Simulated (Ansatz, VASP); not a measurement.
One calculation of Pb, two programs

The input POSCAR:

```
Pb
1.0
    0.0000000000      2.4946408835      2.4946408835
    2.4946408835      0.0000000000      2.4946408835
    2.4946408835      2.4946408835      0.0000000000
Pb
1
Direct
    0.0000000000      0.0000000000      0.0000000000
```

File INCAR.step1:

```
PREC = Accurate
ENCUT = 520
ISMEAR = 1
SIGMA = 0.1
LREAL = False
LASPH = True
NELM = 60
NBANDS = 13
GGA = PE
ALGO = Normal
EDIFF = 1E-4
LWAVE = True
LCHARG = False
```

The input INCAR.step2:

```
PREC = Accurate
ENCUT = 520
EDIFF = 1E-7
ISMEAR = 1
SIGMA = 0.1
LREAL = False
LASPH = True
NELM = 60
ALGO = Normal
ISIF = 2
LWAVE = False
LCHARG = False
METAGGA = R2SCAN
LMIXTAU = True
NBANDS = 13
ISTART = 1
```

Contents of KPOINTS:

```
Automatic mesh
0
Gamma
  11 11 11
```

Input for Ansatz:

```yaml
crystal:
  lattice:
    - [0.0, 2.4946408835, 2.4946408835]
    - [2.4946408835, 0.0, 2.4946408835]
    - [2.4946408835, 2.4946408835, 0.0]
  atoms:
    - { symbol: Pb, position: [0.0, 0.0, 0.0] }
hamiltonian:
  xc: r2scan
  pseudopotentials:
    kind: paw
    azcp:
      Pb: "pseudopotentials/Pb.paw.azcp"
basis:
  ecutwfc: 500
  fft_grid_basis: typed
kpoints:
  mp_grid: { grid: [11, 11, 11], shift: [0, 0, 0] }
magnetization:
  spin_polarized: false
scf:
  occupations: { method: cold, width: 0.1 }
  lower_state_search: "off"
output:
  stress: true
  write_density: true
  write_potential: true
  elf: true
  volumetric_format: npy
```

Alike in both runs: task single point; functional r2SCAN; k mesh 11 × 11 × 11; no spin polarisation.

```csv
,VASP,Ansatz
version,VASP 6.6.1,Ansatz 0.2.0
potentials or method,"VASP PAW PBE potentials, release 64 (Pb_d), cutoff 520 eV","plane waves (500 eV) with PAW, scalar-relativistic"
occupations,"methfessel-paxton of order 1, width 0.1 eV","cold, width 0.1 eV"
valence electrons in the cell,14,14
```

|  | VASP | Ansatz | Ansatz less VASP |
| --- | --- | --- | --- |
| pressure (GPa) | 0.0 | -0.1 | -0.04 |

VASP's potentials were made for PBE, not for r2SCAN.

Spin-orbit coupling is off throughout.
